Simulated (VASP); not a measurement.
# Ge (C2/m) in VASP: further runs

Runs on Ge. Level: PBE. Tasks: single point.

Everything below comes from runs of VASP 6.6.1. Logs are shortened: lines on timing, memory, paths and dates and some standing lists are left out, and cuts for length are marked.

### 1 The cell of the first run

It takes space group C2/m (No. 12, monoclinic). The conventional cell has a = 7.056 Å, b = 4.074 Å, c = 10.101 Å, α = 90.00°, β = 98.93°, γ = 90.00°. Within 3.3 Å of Ge (site symmetry m) lie 4 Ge at 2.49 Å. Within 3.5 Å of Ge (site symmetry m) lie 5 Ge at 2.49 to 3.42 Å. Ge (site symmetry m) has 5 Ge at 2.49 to 3.42 Å within 3.5 Å.

### 2 Single point, PBE

Contents of INCAR:

```
SYSTEM = Ge
ALGO = Fast ; EDIFF = 1E-6
ENCUT = 520 ; GGA = PE
ISIF = 2 ; ISMEAR = 0
LASPH = .TRUE. ; LCHARG = .FALSE.
LREAL = .FALSE. ; LWAVE = .FALSE.
NBANDS = 51 ; NELM = 60
PREC = Accurate ; SIGMA = 0.15
```

Contents of KPOINTS:

```
k-points
0
G
  12 12 5
  0 0 0
```

Contents of POSCAR:

```
Ge
1.0
    2.8805347711     -2.8805347711      0.0000000000
    2.8805347711      0.0000000000     -2.8805347711
    7.0413072183      5.1209507043      5.1209507043
Ge
6
Direct
    0.5463037037      0.5463037037      0.5416333333
    0.9537111111     -0.0462888889      0.2083000000
    0.1388962963      0.1388962963      0.8749666667
    0.4907481481      0.4907481481      0.7916333333
    0.8981555556     -0.1018444444      0.4583000000
    0.3055629630      0.3055629630      0.1249666667
```

Potentials or basis: VASP PAW PBE potentials, release 64 (Ge_d).

Started as:

```bash
$ cat potpaw_PBE.64/Ge_d/POTCAR > POTCAR
$ mpirun -np 1 vasp_std > vasp.out
```

OUTCAR:

```text
SYSTEM = Ge
   EDIFF = 1E-6
   ENCUT = 520
   GGA = PE
   ISIF = 2
   ISMEAR = 0
   LASPH = .TRUE.
   LREAL = .FALSE.
   NELM = 60
   PREC = Accurate

 ion  position               nearest neighbor table
   1  0.546  0.546  0.542-   5 2.49   5 2.49   4 2.49   5 2.49
   2  0.954  0.954  0.208-   6 2.49   6 2.49   5 2.49   6 2.49
   3  0.139  0.139  0.875-   4 2.49   4 2.49   4 2.49
   4  0.491  0.491  0.792-   3 2.49   1 2.49   3 2.49   3 2.49
   5  0.898  0.898  0.458-   1 2.49   1 2.49   2 2.49   1 2.49
   6  0.306  0.306  0.125-   2 2.49   2 2.49   2 2.49

  LATTYP: Found a base centered monoclinic cell.
 ALAT       =     7.0558403755
 B/A-ratio  =     0.5773502692
 C/A-ratio  =     1.4315665252
 COS(beta)  =    -0.1552301051

  Lattice vectors:

 A1 = (  -2.8805347711,   2.8805347711,   0.0000000000)
 A2 = (  -2.8805347711,   0.0000000000,   2.8805347711)
 A3 = (   7.0413072183,   5.1209507043,   5.1209507043)

Analysis of symmetry for initial positions (statically):
=====================================================================
 Subroutine PRICEL returns:
 Original cell was already a primitive cell.

 Routine SETGRP: Setting up the symmetry group for a
 base centered monoclinic supercell.

 Subroutine GETGRP returns: Found  4 space group operations
 (whereof  2 operations were pure point group operations)
 out of a pool of  4 trial point group operations.

The static configuration has the point symmetry C_1h.
 The point group associated with its full space group is C_2h.

Analysis of symmetry for dynamics (positions and initial velocities):
=====================================================================
 Subroutine PRICEL returns:
 Original cell was already a primitive cell.

 Routine SETGRP: Setting up the symmetry group for a
 base centered monoclinic supercell.

 Subroutine GETGRP returns: Found  4 space group operations
 (whereof  2 operations were pure point group operations)
 out of a pool of  4 trial point group operations.

The dynamic configuration has the point symmetry C_1h.
 The point group associated with its full space group is C_2h.

 Subroutine INISYM returns: Found  4 space group operations
 (whereof  2 operations are pure point group operations),
 and found     1 'primitive' translations

----------------------------------------------------------------------------------------

                                     Primitive cell

  volume of cell :     143.4071

  direct lattice vectors                    reciprocal lattice vectors
     2.880534771 -2.880534771  0.000000000     0.102861559 -0.244296202  0.102861559
     2.880534771  0.000000000 -2.880534771     0.102861559  0.102861559 -0.244296202
     7.041307218  5.120950704  5.120950704     0.057859627  0.057859627  0.057859627

  length of vectors
     4.073691340  4.073691340 10.100904889     0.284326634  0.284326634  0.100215813

  position of ions in fractional coordinates (direct lattice)
     0.546303704  0.546303704  0.541633333
     0.953711111  0.953711111  0.208300000
     0.138896296  0.138896296  0.874966667
     0.490748148  0.490748148  0.791633333
     0.898155556  0.898155556  0.458300000
     0.305562963  0.305562963  0.124966667

  ion indices of the primitive-cell ions
   primitive index   ion index
                 1           1
                 2           2
                 3           3
                 4           4
                 5           5
                 6           6

----------------------------------------------------------------------------------------

 KPOINTS: k-points

Automatic generation of k-mesh.
 Grid dimensions read from file:
 generate k-points for:   12   12    5

 Generating k-lattice:

  Cartesian coordinates                     Fractional coordinates (reciprocal lattice)
     0.008571797 -0.020358017  0.008571797     0.083333333  0.000000000 -0.000000000
     0.008571797  0.008571797 -0.020358017     0.000000000  0.083333333 -0.000000000
     0.011571925  0.011571925  0.011571925     0.000000000  0.000000000  0.200000000

  Length of vectors
     0.023693886  0.023693886  0.020043163

  Shift w.r.t. Gamma in fractional coordinates (k-lattice)
     0.000000000  0.000000000  0.000000000

 Subroutine IBZKPT returns following result:
 ===========================================

 Found    199 irreducible k-points:

 Following reciprocal coordinates:
            Coordinates               Weight
  0.000000  0.000000  0.000000      1.000000
  0.083333  0.000000 -0.000000      4.000000
  0.166667  0.000000 -0.000000      4.000000
  0.250000  0.000000 -0.000000      4.000000
  0.333333  0.000000 -0.000000      4.000000
  0.416667  0.000000  0.000000      4.000000
[... 16 lines left out ...]
  0.500000  0.166667 -0.000000      4.000000
 -0.416667  0.166667 -0.000000      4.000000
 [... further k-points ...]
   k-points           NKPTS =    199   k-points in BZ     NKDIM =    199   number of bands    NBANDS=     51
   number of dos      NEDOS =    301   number of ions     NIONS =      6
   total plane-waves  NPLWV =  72000
   dimension x,y,z NGX =    30 NGY =   30 NGZ =   80
   dimension x,y,z NGXF=    60 NGYF=   60 NGZF=  160
   ions per type =               6
   NGX,Y,Z   is equivalent  to a cutoff of  12.24, 12.24, 13.17 a.u.
   NGXF,Y,Z  is equivalent  to a cutoff of  24.49, 24.49, 26.33 a.u.
 SYSTEM =  Ge
   PREC   = accura    normal or accurate (medium, high low for compatibility)
   ISTART =      0    job   : 0-new  1-cont  2-samecut
   ICHARG =      2    charge: 1-file 2-atom 10-const
   ISPIN  =      1    spin polarized calculation?
   LNONCOLLINEAR =      F non collinear calculations
   LSORBIT =      F    spin-orbit coupling
   LASPH  =      T    aspherical Exc in radial PAW
   ENCUT  =  520.0 eV  38.22 Ry    6.18 a.u.   7.57  7.57 18.78*2*pi/ulx,y,z
   NELM   =     60;   NELMIN=  2; NELMDL= -5     # of ELM steps
   EDIFF  = 0.1E-05   stopping-criterion for ELM
   LREAL  =      F    real-space projection
   EDIFFG = 0.1E-04   stopping-criterion for IOM
   NSW    =      0    number of steps for IOM
   IBRION =     -1    ionic relax: 0-MD 1-quasi-New 2-CG
   NFREE  =      0    steps in history (QN), initial steepest desc. (CG)
   ISIF   =      2    stress and relaxation
   ISYM   =      2    0-nonsym 1-usesym 2-fastsym
   POTIM  = 0.5000    time-step for ionic-motion
   TEBEG  =    0.0;   TEEND  =   0.0 temperature during run
   PSTRESS=    0.0 pullay stress
   NELECT =      84.0000    total number of electrons
   NUPDOWN=      -1.0000    fix difference up-down
   EMIN   =  10.00;   EMAX   =-10.00  energy-range for DOS
   EFERMI =   0.00;   METHOD = LEGACY
   ISMEAR =     0;   SIGMA  =   0.15  broadening in eV -4-tet -1-fermi 0-gaus
   EFERMI_NEDOS =   21; number of points for ismear=-14 and -15
   IALGO  =     68    algorithm
   IMIX   =      4    mixing-type and parameters
     AMIX     =   0.40;   BMIX     =  1.00
     AMIX_MAG =   1.60;   BMIX_MAG =  1.00
  volume/ion in A,a.u.               =      23.90       161.29
  Fermi-wavevector in a.u.,A,eV,Ry     =   1.369760  2.588471 25.527818  1.876242
  Thomas-Fermi vector in A             =   2.495606
   LORBIT       =      0    0 simple, 1 ext, 2 COOP (PROOUT), +10 PAW based schemes
   GGA     = PE    functional components
   LHFCALC =     F    Hartree Fock is set to
   AEXX    =    0.0000 exact exchange contribution
   IVDW    =     0    specifies the selected vdW correction
   LEPSILON=     F    determine dielectric tensor
   LRPA    =     F    only Hartree local field effects (RPA)
 non-spin polarized calculation
 RMM-DIIS sequential band-by-band and
 Gauss-broadening in eV      SIGMA  =   0.15
  energy-cutoff  :      520.00
  volume of cell :      143.41
 maximum number of plane-waves:      3888
   NGX = 15   NGY = 15   NGZ = 37

 number of electron      84.0000000 magnetization

 Free energy of the ion-electron system (eV)
  ---------------------------------------------------
  ext. energy  EPLUGINS =         0.00000000
  ---------------------------------------------------
  free energy    TOTEN  =       -26.16324437 eV

  energy without entropy =      -26.14662949  energy(sigma->0) =      -26.15493693

 E-fermi :   4.3430     XC(G=0):  -9.7257

 val. band max:        4.3287717686   @ k =  -0.4167   0.1667   0.2000
 cond. band min:       4.3466180943   @ k =  -0.3333   0.3333   0.0000
 fundamental gap:      0.0178463257
 Fermi energy:         4.3430439817

 k-point     1 :       0.0000    0.0000    0.0000
  band No.  band energies     occupation
      1     -20.3593      2.00000
      2     -20.3519      2.00000
      3     -20.3511      2.00000
      4     -20.3477      2.00000
      5     -20.3053      2.00000
      6     -20.3006      2.00000
[... 43 lines left out ...]
     50       8.1578      0.00000
     51       8.3372      0.00000

 k-point     2 :       0.0833    0.0000   -0.0000
  band No.  band energies     occupation
      1     -20.3614      2.00000
      2     -20.3533      2.00000
      3     -20.3525      2.00000
      4     -20.3491      2.00000
      5     -20.3079      2.00000
      6     -20.3027      2.00000
[... 43 lines left out ...]
     50       8.1338      0.00000
     51       8.3101      0.00000

 k-point     3 :       0.1667    0.0000   -0.0000
  band No.  band energies     occupation
      1     -20.3648      2.00000
      2     -20.3573      2.00000
      3     -20.3544      2.00000
      4     -20.3519      2.00000
      5     -20.3139      2.00000
      6     -20.3045      2.00000
[... 43 lines left out ...]
     50       8.3783      0.00000
     51       8.6792      0.00000
[... 1027 lines left out ...]
 k-point    23 :       0.5000    0.1667   -0.0000
  band No.  band energies     occupation
      1     -20.3748      2.00000
      2     -20.3702      2.00000
      3     -20.3536      2.00000
      4     -20.3474      2.00000
      5     -20.3273      2.00000
      6     -20.3189      2.00000
[... 43 lines left out ...]
     50      10.0940      0.00000
     51      10.4820      0.00000

 k-point    24 :      -0.4167    0.1667   -0.0000
  band No.  band energies     occupation
      1     -20.3741      2.00000
      2     -20.3701      2.00000
      3     -20.3537      2.00000
      4     -20.3482      2.00000
      5     -20.3290      2.00000
      6     -20.3222      2.00000
[... 43 lines left out ...]
     50       9.9505      0.00000
     51      10.7628      0.00000

 [... further k-points ...]

------------------------ aborting loop because EDIFF is reached ----------------------------------------

  FORCE on cell =-STRESS in cart. coord.  units (eV):
  Direction    XX          YY          ZZ          XY          YZ          ZX
  --------------------------------------------------------------------------------------
  -------------------------------------------------------------------------------------
  Total       -3.4885754      2.0946248      2.0946248     -0.0583013      1.6592897     -0.0583025
  in kB      -38.9751760     23.4016355     23.4016355     -0.6513561     18.5379708     -0.6513686
  external PRESSURE =       2.6093650 kB  Pullay stress =       0.0000000 kB

 VOLUME and BASIS-vectors are now :
 -----------------------------------------------------------------------------
  energy-cutoff  :      520.00
  volume of cell :      143.41
      direct lattice vectors                 reciprocal lattice vectors
     2.880534771 -2.880534771  0.000000000     0.102861559 -0.244296202  0.102861559
     2.880534771  0.000000000 -2.880534771     0.102861559  0.102861559 -0.244296202
     7.041307218  5.120950704  5.120950704     0.057859627  0.057859627  0.057859627

 POSITION                                       TOTAL-FORCE (eV/Angst)
 -----------------------------------------------------------------------------------
      6.96110      1.20003      1.20003         0.048214     -0.199370     -0.199370
      6.96110     -1.68050     -1.68050         0.083541     -0.028669     -0.028669
      6.96110      4.08057      4.08057         0.888837     -0.052507     -0.052507
      8.40137      2.64030      2.64030        -0.083541      0.028669      0.028669
      8.40137     -0.24024     -0.24024        -0.048214      0.199370      0.199370
      2.64030     -0.24024     -0.24024        -0.888837      0.052507      0.052507
 -----------------------------------------------------------------------------------
    total drift:                               -0.000168      0.000124      0.000124

  FREE ENERGIE OF THE ION-ELECTRON SYSTEM (eV)
  ---------------------------------------------------
  free  energy   TOTEN  =       -26.1632443719 eV

  energy  without entropy=      -26.1466294867  energy(sigma->0) =      -26.15493693
```

It took 28 min on 1 thread of Oxide Virtual Turin-like, shared host; peak memory 0.92 GiB.

Results:

| Quantity | Value |
| --- | --- |
| Free energy | -26.1632 eV |
| Pressure | 0.3 GPa |
| Largest force | 0.892 eV/Å |
| Band gap on the k mesh | zero (bands 42 and 43 overlap by 1.56 eV) |

Forces on the atoms (eV/Å):
```
Ge   0.048 -0.199 -0.199
Ge   0.084 -0.029 -0.029
Ge   0.889 -0.053 -0.053
Ge  -0.084  0.029  0.029
Ge  -0.048  0.199  0.199
Ge  -0.889  0.053  0.053
```

Levels at points of the mesh, in eV from the Fermi level:
| k point | band 38 | band 39 | band 40 | band 41 | band 42 | band 43 | band 44 | band 45 | band 46 | band 47 |
| --- | --- | --- | --- | --- | --- | --- | --- | --- | --- | --- |
| (0.00, 0.00, 0.00) | -1.13 | -0.55 | -0.34 | -0.31 | -0.19 | 0.12 | 0.35 | 1.25 | 2.65 | 2.66 |
| (0.50, 0.00, 0.00) | -2.54 | -2.51 | -2.51 | -1.69 | -1.44 | -0.18 | 1.09 | 1.17 | 1.94 | 3.71 |
| (0.50, 0.50, 0.00) | -3.17 | -2.75 | -1.81 | -1.68 | -1.16 | 0.64 | 1.15 | 1.31 | 1.59 | 2.36 |

### 3 Single point, PBE

Contents of INCAR:

```
SYSTEM = Ge
PREC = Accurate ; ENCUT = 520
EDIFF = 1E-6 ; ISMEAR = 0
SIGMA = 0.15 ; LREAL = .FALSE.
LASPH = .TRUE. ; NELM = 80
ALGO = Fast ; ISIF = 2
LWAVE = .FALSE. ; LCHARG = .TRUE.
GGA = PE ; LELF = .TRUE.
LVHAR = .TRUE. ; NBANDS = 51
```

Contents of KPOINTS:

```
Automatic mesh
0
G
  12 12 5
  0 0 0
```

Contents of POSCAR:

```
Ge
1.0
    2.8805347711     -2.8805347711      0.0000000000
    2.8805347711      0.0000000000     -2.8805347711
    6.4011883803      5.4410101233      5.4410101233
Ge
6
Direct
    0.6064851852      0.6064851852      0.5416333333
    0.9768555556     -0.0231444444      0.2083000000
    0.2361148148      0.2361148148      0.8749666667
    0.5787074074      0.5787074074      0.7916333333
    0.9490777778     -0.0509222222      0.4583000000
    0.3194481481      0.3194481481      0.1249666667
```

Potentials or basis: VASP PAW PBE potentials, release 64 (Ge_d).

Started as:

```bash
$ cat potpaw_PBE.64/Ge_d/POTCAR > POTCAR
$ mpirun -np 1 vasp_std > vasp.out
```

Wall time 38 min (1 thread of Oxide Virtual Turin-like, shared host); peak memory 0.93 GiB.

It converged, with:

```yaml
Free_energy: -26.8526 eV
Pressure: -0.1 GPa
Largest_force: 0.724 eV/Å
Band_gap_on_the_k_mesh: zero (bands 42 and 43 overlap by 0.73 eV)
```

Forces on the atoms (eV/Å):
```
Ge   0.098 -0.099 -0.099
Ge   0.104 -0.024 -0.024
Ge   0.723 -0.031 -0.031
Ge  -0.104  0.024  0.024
Ge  -0.098  0.099  0.099
Ge  -0.723  0.031  0.031
```

Stress tensor (GPa, compression positive):
```
-3.13 -0.61 -0.61
-0.61  1.34  1.16
-0.61  1.16  1.34
```

Levels at points of the mesh, in eV from the Fermi level:
| k point | band 38 | band 39 | band 40 | band 41 | band 42 | band 43 | band 44 | band 45 | band 46 | band 47 |
| --- | --- | --- | --- | --- | --- | --- | --- | --- | --- | --- |
| (0.00, 0.00, 0.00) | -1.16 | -0.95 | -0.51 | -0.35 | -0.20 | 0.09 | 0.20 | 0.54 | 2.39 | 2.48 |
| (0.50, 0.00, 0.00) | -2.87 | -2.82 | -2.82 | -1.90 | -1.81 | 0.36 | 0.86 | 1.27 | 1.64 | 3.63 |
| (0.50, 0.50, 0.00) | -3.20 | -2.92 | -2.23 | -1.94 | -1.87 | 0.65 | 1.24 | 1.26 | 1.36 | 2.76 |

Caveat: semilocal functionals underestimate gaps, so a narrow gap can read as zero.
